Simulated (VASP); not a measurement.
# MgO (P3m1) in VASP: single point with PBEsol

Aim: the single point of MgO with PBEsol.

Everything below comes from runs of VASP 6.6.1. Logs are shortened: lines on timing, memory, paths and dates and some standing lists are left out, and cuts for length are marked.

**1. The cell of the first run**

The structure is trigonal, space group P3m1 (No. 156). Conventional cell: a = 3.108 Å, b = 3.108 Å, c = 2.754 Å, α = 90.00°, β = 90.00°, γ = 120.00°. Mg (site symmetry 3m) has 6 O at 2.14 to 2.39 Å and 2 Mg at 2.75 Å within 2.8 Å. Within 2.8 Å of O (site symmetry 3m) lie 6 Mg at 2.14 to 2.39 Å and 2 O at 2.75 Å.

**2. Single point, PBEsol (strained and its atoms moved)**

The input, INCAR:

```
SYSTEM = MgO
  ALGO = Normal
  EDIFF = 1E-6
  ENCUT = 520
  GGA = PS
  ISIF = 2
  ISMEAR = 0
  LASPH = .True.
  LCHARG = .False.
  LREAL = .False.
  LWAVE = .False.
  NBANDS = 11
  NELM = 60
  PREC = Accurate
  SIGMA = 0.02
```

The input, KPOINTS:

```
k-points
0
Gamma
  12 12 10
  0 0 0
```

The input, POSCAR:

```
MgO
1.0
    3.1079854127      0.0000000000      0.0000000000
   -1.5539927063      2.6915943220      0.0000000000
    0.0000000000      0.0000000000      2.7543090880
Mg O
1 1
Direct
    0.0000000000      0.0000000000     -0.0373178887
    0.3333333300      0.6666666700      0.5373178887
```

Potentials or basis: VASP PAW PBE potentials, release 64 (Mg, O).

The run is started by

```console
$ cat potpaw_PBE.64/Mg/POTCAR potpaw_PBE.64/O/POTCAR > POTCAR
$ mpirun -np 1 vasp_std > vasp.out
```

OUTCAR:

```text
SYSTEM = MgO
   EDIFF = 1E-6
   ENCUT = 520
   GGA = PS
   ISIF = 2
   ISMEAR = 0
   LASPH = .True.
   LREAL = .False.
   NELM = 60
   PREC = Accurate

 ion  position               nearest neighbor table
   1  0.000  0.000  0.963-   2 2.14   2 2.14   2 2.14   2 2.39   2 2.39   2 2.39
   2  0.333  0.667  0.537-   1 2.14   1 2.14   1 2.14   1 2.39   1 2.39   1 2.39

  LATTYP: Found a hexagonal cell.
 ALAT       =     3.1079854127
 C/A-ratio  =     0.8862039946

  Lattice vectors:

 A1 = (   3.1079854127,   0.0000000000,   0.0000000000)
 A2 = (  -1.5539927063,   2.6915943220,   0.0000000000)
 A3 = (   0.0000000000,   0.0000000000,   2.7543090880)

Analysis of symmetry for initial positions (statically):
=====================================================================
 Subroutine PRICEL returns:
 Original cell was already a primitive cell.

 Routine SETGRP: Setting up the symmetry group for a
 hexagonal supercell.

 Subroutine GETGRP returns: Found  6 space group operations
 (whereof  6 operations were pure point group operations)
 out of a pool of 24 trial point group operations.

The static configuration has the point symmetry C_3v.

Analysis of symmetry for dynamics (positions and initial velocities):
=====================================================================
 Subroutine PRICEL returns:
 Original cell was already a primitive cell.

 Routine SETGRP: Setting up the symmetry group for a
 hexagonal supercell.

 Subroutine GETGRP returns: Found  6 space group operations
 (whereof  6 operations were pure point group operations)
 out of a pool of 24 trial point group operations.

The dynamic configuration has the point symmetry C_3v.

 Subroutine INISYM returns: Found  6 space group operations
 (whereof  6 operations are pure point group operations),
 and found     1 'primitive' translations

----------------------------------------------------------------------------------------

                                     Primitive cell

  volume of cell :      23.0410

  direct lattice vectors                    reciprocal lattice vectors
     3.107985413  0.000000000  0.000000000     0.321751832  0.185763507  0.000000000
    -1.553992706  2.691594322  0.000000000     0.000000000  0.371527013  0.000000000
     0.000000000  0.000000000  2.754309088     0.000000000  0.000000000  0.363067458

  length of vectors
     3.107985413  3.107985413  2.754309088     0.371527013  0.371527013  0.363067458

  position of ions in fractional coordinates (direct lattice)
     0.000000000  0.000000000  0.962682111
     0.333333330  0.666666670  0.537317889

  ion indices of the primitive-cell ions
   primitive index   ion index
                 1           1
                 2           2

----------------------------------------------------------------------------------------

 KPOINTS: k-points

Automatic generation of k-mesh.
 Grid dimensions read from file:
 generate k-points for:   12   12   10

 Generating k-lattice:

  Cartesian coordinates                     Fractional coordinates (reciprocal lattice)
     0.026812653  0.015480292  0.000000000     0.083333333  0.000000000  0.000000000
     0.000000000  0.030960584  0.000000000     0.000000000  0.083333333  0.000000000
     0.000000000  0.000000000  0.036306746     0.000000000  0.000000000  0.100000000

  Length of vectors
     0.030960584  0.030960584  0.036306746

  Shift w.r.t. Gamma in fractional coordinates (k-lattice)
     0.000000000  0.000000000  0.000000000

 Subroutine IBZKPT returns following result:
 ===========================================

 Found    162 irreducible k-points:

 Following reciprocal coordinates:
            Coordinates               Weight
  0.000000  0.000000  0.000000      1.000000
  0.083333  0.000000  0.000000      6.000000
  0.166667  0.000000  0.000000      6.000000
  0.250000  0.000000  0.000000      6.000000
  0.333333  0.000000  0.000000      6.000000
  0.416667  0.000000  0.000000      6.000000
[... 16 lines left out ...]
  0.166667  0.000000  0.100000      6.000000
  0.000000  0.166667  0.100000      6.000000
 [... further k-points ...]
   k-points           NKPTS =    162   k-points in BZ     NKDIM =    162   number of bands    NBANDS=     11
   number of dos      NEDOS =    301   number of ions     NIONS =      2
   total plane-waves  NPLWV =  11520
   dimension x,y,z NGX =    24 NGY =   24 NGZ =   20
   dimension x,y,z NGXF=    48 NGYF=   48 NGZF=   40
   ions per type =               1   1
   NGX,Y,Z   is equivalent  to a cutoff of  12.84, 12.84, 12.07 a.u.
   NGXF,Y,Z  is equivalent  to a cutoff of  25.68, 25.68, 24.14 a.u.
 SYSTEM =  MgO
   PREC   = accura    normal or accurate (medium, high low for compatibility)
   ISTART =      0    job   : 0-new  1-cont  2-samecut
   ICHARG =      2    charge: 1-file 2-atom 10-const
   ISPIN  =      1    spin polarized calculation?
   LNONCOLLINEAR =      F non collinear calculations
   LSORBIT =      F    spin-orbit coupling
   LASPH  =      T    aspherical Exc in radial PAW
   ENCUT  =  520.0 eV  38.22 Ry    6.18 a.u.   5.78  5.78  5.12*2*pi/ulx,y,z
   NELM   =     60;   NELMIN=  2; NELMDL= -5     # of ELM steps
   EDIFF  = 0.1E-05   stopping-criterion for ELM
   LREAL  =      F    real-space projection
   EDIFFG = 0.1E-04   stopping-criterion for IOM
   NSW    =      0    number of steps for IOM
   IBRION =     -1    ionic relax: 0-MD 1-quasi-New 2-CG
   NFREE  =      0    steps in history (QN), initial steepest desc. (CG)
   ISIF   =      2    stress and relaxation
   ISYM   =      2    0-nonsym 1-usesym 2-fastsym
   POTIM  = 0.5000    time-step for ionic-motion
   TEBEG  =    0.0;   TEEND  =   0.0 temperature during run
   PSTRESS=    0.0 pullay stress
   NELECT =       8.0000    total number of electrons
   NUPDOWN=      -1.0000    fix difference up-down
   EMIN   =  10.00;   EMAX   =-10.00  energy-range for DOS
   EFERMI =   0.00;   METHOD = LEGACY
   ISMEAR =     0;   SIGMA  =   0.02  broadening in eV -4-tet -1-fermi 0-gaus
   EFERMI_NEDOS =   21; number of points for ismear=-14 and -15
   IALGO  =     38    algorithm
   IMIX   =      4    mixing-type and parameters
     AMIX     =   0.40;   BMIX     =  1.00
     AMIX_MAG =   1.60;   BMIX_MAG =  1.00
  volume/ion in A,a.u.               =      11.52        77.74
  Fermi-wavevector in a.u.,A,eV,Ry     =   1.150635  2.174386 18.013595  1.323962
  Thomas-Fermi vector in A             =   2.287298
   LORBIT       =      0    0 simple, 1 ext, 2 COOP (PROOUT), +10 PAW based schemes
   GGA     = PS    functional components
   LHFCALC =     F    Hartree Fock is set to
   AEXX    =    0.0000 exact exchange contribution
   IVDW    =     0    specifies the selected vdW correction
   LEPSILON=     F    determine dielectric tensor
   LRPA    =     F    only Hartree local field effects (RPA)
 non-spin polarized calculation
 Gauss-broadening in eV      SIGMA  =   0.02
  energy-cutoff  :      520.00
  volume of cell :       23.04
 maximum number of plane-waves:       641
   NGX = 11   NGY = 11   NGZ = 11

 number of electron       7.9999998 magnetization

 Free energy of the ion-electron system (eV)
  ---------------------------------------------------
  ext. energy  EPLUGINS =         0.00000000
  ---------------------------------------------------
  free energy    TOTEN  =       -11.56784873 eV

  energy without entropy =      -11.56784873  energy(sigma->0) =      -11.56784873

 E-fermi :   2.6018     XC(G=0): -10.2972

 val. band max:        2.4004385595   @ k =   0.3333   0.3333   0.0000
 cond. band min:       4.1987210631   @ k =   0.0000   0.0000   0.0000
 fundamental gap:      1.7982825036
 Fermi energy:         2.6017751359

 k-point     1 :       0.0000    0.0000    0.0000
  band No.  band energies     occupation
      1     -14.5461      2.00000
      2       1.4930      2.00000
      3       1.4930      2.00000
      4       2.0414      2.00000
      5       4.1987      0.00000
      6      13.8006      0.00000
      7      16.1344      0.00000
      8      16.1344      0.00000
      9      19.2406      0.00000
     10      22.4894      0.00000
     11      22.6875      0.00000

 k-point     2 :       0.0833    0.0000    0.0000
  band No.  band energies     occupation
      1     -14.5005      2.00000
      2       1.0252      2.00000
      3       1.4483      2.00000
      4       2.0674      2.00000
      5       4.6759      0.00000
      6      13.6044      0.00000
      7      15.6418      0.00000
      8      16.2786      0.00000
      9      19.9288      0.00000
     10      22.1840      0.00000
     11      22.7902      0.00000

 k-point     3 :       0.1667    0.0000    0.0000
  band No.  band energies     occupation
      1     -14.3737      2.00000
      2       0.1266      2.00000
      3       1.3294      2.00000
      4       2.1249      2.00000
      5       5.6171      0.00000
      6      12.8370      0.00000
      7      15.3360      0.00000
      8      16.6573      0.00000
      9      20.5076      0.00000
     10      21.7793      0.00000
     11      23.1398      0.00000

 k-point     4 :       0.2500    0.0000    0.0000
  band No.  band energies     occupation
      1     -14.1928      2.00000
      2      -0.7775      2.00000
      3       1.1738      2.00000
      4       2.2017      2.00000
      5       6.5857      0.00000
      6      11.8880      0.00000
      7      15.3399      0.00000
      8      17.1285      0.00000
      9      20.4838      0.00000
     10      21.5370      0.00000
     11      23.8462      0.00000

 k-point     5 :       0.3333    0.0000    0.0000
  band No.  band energies     occupation
      1     -14.0016      2.00000
      2      -1.5253      2.00000
      3       1.0254      2.00000
      4       2.2796      2.00000
      5       7.3760      0.00000
      6      11.2348      0.00000
      7      15.1444      0.00000
      8      17.5321      0.00000
      9      20.4883      0.00000
     10      21.5812      0.00000
     11      25.0073      0.00000
[... 211 lines left out ...]
 k-point    21 :       0.0833    0.0000    0.1000
  band No.  band energies     occupation
      1     -14.4271      2.00000
      2       0.9466      2.00000
      3       1.4912      2.00000
      4       1.5239      2.00000
      5       5.2054      0.00000
      6      13.5748      0.00000
      7      15.7382      0.00000
      8      16.4454      0.00000
      9      20.2343      0.00000
     10      21.5645      0.00000
     11      22.1955      0.00000

 k-point    22 :       0.0000    0.0833    0.1000
  band No.  band energies     occupation
      1     -14.4271      2.00000
      2       0.9504      2.00000
      3       1.4936      2.00000
      4       1.5160      2.00000
      5       5.2063      0.00000
      6      13.6024      0.00000
      7      15.7847      0.00000
      8      16.3796      0.00000
      9      19.9421      0.00000
     10      21.9197      0.00000
     11      22.3886      0.00000

 k-point    23 :       0.1667    0.0000    0.1000
  band No.  band energies     occupation
      1     -14.3032      2.00000
      2       0.1488      2.00000
      3       1.3720      2.00000
      4       1.5970      2.00000
      5       6.0357      0.00000
      6      12.8173      0.00000
      7      15.4081      0.00000
      8      16.8184      0.00000
      9      20.3154      0.00000
     10      21.7437      0.00000
     11      22.3879      0.00000

 k-point    24 :       0.0000    0.1667    0.1000
  band No.  band energies     occupation
      1     -14.3032      2.00000
      2       0.1535      2.00000
      3       1.3761      2.00000
      4       1.5805      2.00000
      5       6.0348      0.00000
      6      12.9767      0.00000
      7      15.4197      0.00000
      8      16.6990      0.00000
      9      19.3576      0.00000
     10      22.7428      0.00000
     11      22.9501      0.00000

 [... further k-points ...]

------------------------ aborting loop because EDIFF is reached ----------------------------------------

  FORCE on cell =-STRESS in cart. coord.  units (eV):
  Direction    XX          YY          ZZ          XY          YZ          ZX
  --------------------------------------------------------------------------------------
  -------------------------------------------------------------------------------------
  Total       -2.6575035     -2.6575035     -1.2319641     -0.0000000      0.0000000      0.0000000
  in kB     -184.7920053   -184.7920054    -85.6657844     -0.0000000      0.0000000      0.0000000
  external PRESSURE =    -151.7499317 kB  Pullay stress =       0.0000000 kB

 VOLUME and BASIS-vectors are now :
 -----------------------------------------------------------------------------
  energy-cutoff  :      520.00
  volume of cell :       23.04
      direct lattice vectors                 reciprocal lattice vectors
     3.107985413  0.000000000  0.000000000     0.321751832  0.185763507  0.000000000
    -1.553992706  2.691594322  0.000000000     0.000000000  0.371527013  0.000000000
     0.000000000  0.000000000  2.754309088     0.000000000  0.000000000  0.363067458

 POSITION                                       TOTAL-FORCE (eV/Angst)
 -----------------------------------------------------------------------------------
      0.00000      0.00000      2.65152         0.000000      0.000000      0.212013
     -0.00000      1.79440      1.47994        -0.000000      0.000000     -0.212013
 -----------------------------------------------------------------------------------
    total drift:                                0.000020     -0.000011     -0.000202

  FREE ENERGIE OF THE ION-ELECTRON SYSTEM (eV)
  ---------------------------------------------------
  free  energy   TOTEN  =       -11.5678487294 eV

  energy  without entropy=      -11.5678487294  energy(sigma->0) =      -11.56784873
```

Wall time 21 s (1 thread of Intel Xeon Platinum 8488C (Sapphire Rapids), shared host); peak memory 0.16 GiB.

What came out:

| Quantity | Value |
| --- | --- |
| Free energy | -11.5678 eV |
| Pressure | -15.2 GPa |
| Largest force | 0.212 eV/Å |
| Band gap on the k mesh | 1.80 eV, indirect (least direct gap 2.16 eV) |

Forces in eV/Å, atoms in the order of the input:
```
Mg   0.000  0.000  0.212
O    0.000  0.000 -0.212
```

Stress tensor (GPa, compression positive):
```
-18.48   0.00   0.00
  0.00 -18.48   0.00
  0.00   0.00  -8.57
```

Levels at points of the mesh, in eV from the valence-band top:
| k point | band 1 | band 2 | band 3 | band 4 | band 5 | band 6 | band 7 | band 8 |
| --- | --- | --- | --- | --- | --- | --- | --- | --- |
| (0.00, 0.00, 0.00) | -16.95 | -0.91 | -0.91 | -0.36 | 1.80 | 11.40 | 13.73 | 13.73 |
| (0.50, 0.00, 0.00) | -16.20 | -4.59 | -1.52 | -0.04 | 5.56 | 8.62 | 12.13 | 15.46 |
| (0.00, 0.00, 0.50) | -16.06 | -4.86 | -0.42 | -0.42 | 6.71 | 7.84 | 16.11 | 16.11 |
| (0.50, 0.00, 0.50) | -15.55 | -3.43 | -3.10 | -0.99 | 5.19 | 9.94 | 11.96 | 13.13 |

Caveat: the cell differs from its parent crystal (strained and its atoms moved); the PAW data sets were made with another functional, which shifts forces and pressure a little.
